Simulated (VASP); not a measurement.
Set up this calculation in VASP 6.6.1, as the native input.

```yaml
Task: single point
Functional: PBEsol
Potentials_or_basis: VASP PAW PBE potentials, release 64 (Sn_d)
Cutoff: 520 eV
k_mesh: 6 × 6 × 6
Occupations: fermi-dirac, width 0.05 eV
Spin: no spin polarisation
Dipole_correction: no
Further_INCAR_settings: ALGO = Normal; EDIFF = 1e-06; NBANDS = 21
```

The structure of Sn lies in POSCAR:

```
Sn
1.0
    0.0000000000      3.2656762280      3.2333428000
    3.2656762280      0.0000000000      3.2333428000
    3.2656762280      3.2656762280      0.0000000000
Sn
2
Direct
    0.7500000000      0.7500000000      0.7500000000
    0.5000000000      0.5000000000      0.5000000000
```

These files were run (other wordings do the same):

INCAR

```
ALGO = Normal
EDIFF = 1E-6
ENCUT = 520
GGA = PS
ISIF = 2
ISMEAR = -1
LASPH = True
LCHARG = True
LELF = True
LREAL = False
LVHAR = True
LWAVE = False
NBANDS = 21
NELM = 80
PREC = Accurate
SIGMA = 0.05
```

KPOINTS

```
k-points
0
Gamma
  6 6 6
```

Potentials or basis: VASP PAW PBE potentials, release 64 (Sn_d).

Run with:

```bash
$ cat potpaw_PBE.64/Sn_d/POTCAR > POTCAR
$ mpirun -np 1 vasp_std > vasp.out
```

Results of the run:

The pressure is 0.6 GPa and the band gap on the k mesh is zero (band 14 reaches 5.46 eV, above the bottom of band 15 at 5.32 eV).

Caveat: the PAW data sets were made with another functional, which shifts forces and pressure a little; spin-orbit coupling is left out, which moves the levels of the heavy elements.

Wall time 15 s on 1 thread of Intel(R) Xeon(R) 6975P-C (Granite Rapids), on a shared host, peak memory 0.21 GiB.
